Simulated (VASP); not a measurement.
A run of VASP 6.6.1 is set up as follows.

The input POSCAR:

```
Ir
1.0
    2.2334310000      0.0000000000      0.0000000000
    0.0000000000      7.1930010000      0.0000000000
    0.0000000000      0.0000000000     30.3576825000
Ir
4
Direct
    0.0000000000      0.1639880000      0.1976435454
    0.0000000000      0.8360120000      0.3992145151
    0.0000000000      0.1639880000      0.6007854849
    0.0000000000      0.8360120000      0.8023564546
```

Contents of INCAR.step1:

```
SYSTEM = Ir
PREC     = Accurate       ! precision mode
ENCUT    = 520            ! plane-wave cutoff, eV
ISMEAR   = 1              ! smearing method
SIGMA    = 0.1            ! smearing width, eV
LREAL    = .False.        ! projectors in reciprocal space
LASPH    = .True.         ! aspherical terms in the spheres
NELM     = 60             ! most SCF steps
LDIPOL   = .True.       
IDIPOL   = 3            
DIPOL    = 0.5 0.5 0.500
NBANDS   = 26             ! bands
GGA      = PE             ! functional
ALGO     = Normal         ! electronic algorithm
EDIFF    = 1E-4           ! SCF threshold, eV
LWAVE    = .True.         ! write WAVECAR
LCHARG   = .False.        ! write CHGCAR
```

INCAR.step2

```
SYSTEM = Ir
PREC     = Accurate       ! precision mode
ENCUT    = 520            ! plane-wave cutoff, eV
EDIFF    = 1E-6           ! SCF threshold, eV
ISMEAR   = 1              ! smearing method
SIGMA    = 0.1            ! smearing width, eV
LREAL    = .False.        ! projectors in reciprocal space
LASPH    = .True.         ! aspherical terms in the spheres
NELM     = 60             ! most SCF steps
ALGO     = Normal         ! electronic algorithm
ISIF     = 2              ! what is computed and relaxed
LWAVE    = .False.        ! write WAVECAR
LCHARG   = .False.        ! write CHGCAR
LDIPOL   = .True.       
IDIPOL   = 3            
DIPOL    = 0.5 0.5 0.500
METAGGA  = R2SCAN         ! meta-GGA
LMIXTAU  = .True.       
NBANDS   = 26             ! bands
ISTART   = 1
```

The input KPOINTS:

```
Automatic mesh
0
Gamma
  8 3 1
  0 0 0
```

Potentials or basis: VASP PAW PBE potentials, release 64 (Ir).

Launch:

```sh
$ cat potpaw_PBE.64/Ir/POTCAR > POTCAR
$ cp INCAR.step1 INCAR
$ mpirun -np 1 vasp_std > vasp.out
$ cp INCAR.step2 INCAR
$ mpirun -np 1 vasp_std > vasp.out
```

(1) What does it give for the largest force?

(2) Predict the band gap on the k mesh.

Results:

(1) 0.004 eV/Å.

(2) zero (bands 18 and 19 overlap by 3.21 eV).

Caveat: the PAW data sets were made with another functional, which shifts forces and pressure a little; spin-orbit coupling is left out, which moves the levels of the heavy elements.
